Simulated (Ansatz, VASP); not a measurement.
## Ru in VASP and in Ansatz

```
Ru
1.0
     2.70580    0.00000    0.00000
    -1.35290    2.34329    0.00000
     0.00000    0.00000    4.28190
Ru
2
Direct
  0.66667 0.33333 0.75000
  0.33333 0.66667 0.25000
```

Alike in both runs: functional LDA; k mesh 11 × 11 × 6; occupations fermi-dirac, width 0.05 eV; no spin polarisation.

|  | VASP | Ansatz |
| --- | --- | --- |
| version | VASP 6.6.1 | Ansatz 0.2.0 |
| potentials or method | VASP PAW LDA potentials, release 64 (Ru_pv), cutoff 520 eV | all-electron LAPW, scalar-relativistic |
| task | single point | band structure |

|  | VASP | Ansatz | Ansatz less VASP |
| --- | --- | --- | --- |
| gap on the k mesh at the Fermi level (eV) | none | none | - |
| pressure (GPa) | -11.5 | -12.1 | -0.61 |
| traceless stress, the component that is largest in VASP (GPa) | -0.50 | -0.59 | -0.086 |

LDA's correlation is that of Perdew and Zunger in VASP and of Perdew and Wang (1992) in Ansatz. A gap of «none» marks a metal or a gap that the smearing closes. Ansatz ran all-electron here, and VASP with PAW potentials.
